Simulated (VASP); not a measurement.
Input of a VASP 6.6.1 run:

File POSCAR:

```
InP
1.0
    0.0000000000      2.9942513040      2.9942513040
    2.9942513040      0.0000000000      2.9942513040
    2.9942513040      2.9942513040      0.0000000000
In P
1 1
Direct
    0.0000000000      0.0000000000      0.0000000000
    0.7500000000      0.7500000000      0.7500000000
```

The input INCAR.step1:

```
PREC = Accurate
ENCUT = 520
EDIFF = 1E-5
ISMEAR = -1
SIGMA = 0.05
LREAL = False
LASPH = True
NELM = 80
ALGO = Normal
ISIF = 2
LWAVE = True
LCHARG = False
GGA = PE
NBANDS = 16
```

Contents of INCAR.step2:

```
PREC = Accurate
ENCUT = 520
EDIFF = 1E-6
ISMEAR = -1
SIGMA = 0.05
LREAL = False
LASPH = True
NELM = 80
ALGO = Normal
ISIF = 2
LWAVE = False
LCHARG = False
GGA = B3
LHFCALC = True
AEXX = 0.2
AGGAX = 0.72
AGGAC = 0.81
ALDAC = 0.19
PRECFOCK = Normal
ISTART = 1
NBANDS = 16
```

The input KPOINTS:

```
regular mesh
0
Gamma
  4 4 4
```

Potentials or basis: VASP PAW PBE potentials, release 64 (In_d, P).

Run with:

```sh
$ cat potpaw_PBE.64/In_d/POTCAR potpaw_PBE.64/P/POTCAR > POTCAR
$ cp INCAR.step1 INCAR
$ mpirun -np 1 vasp_std > vasp.out
$ cp INCAR.step2 INCAR
$ mpirun -np 1 vasp_std > vasp.out
```

Predict the pressure.

-0.1 GPa.

Estimate the band gap on the k mesh.

1.43 eV, direct.

Caveat: the k points lie up to 0.45 Å⁻¹ apart; the PAW data sets were made with another functional, which shifts forces and pressure a little; spin-orbit coupling is left out, which moves the levels of the heavy elements.
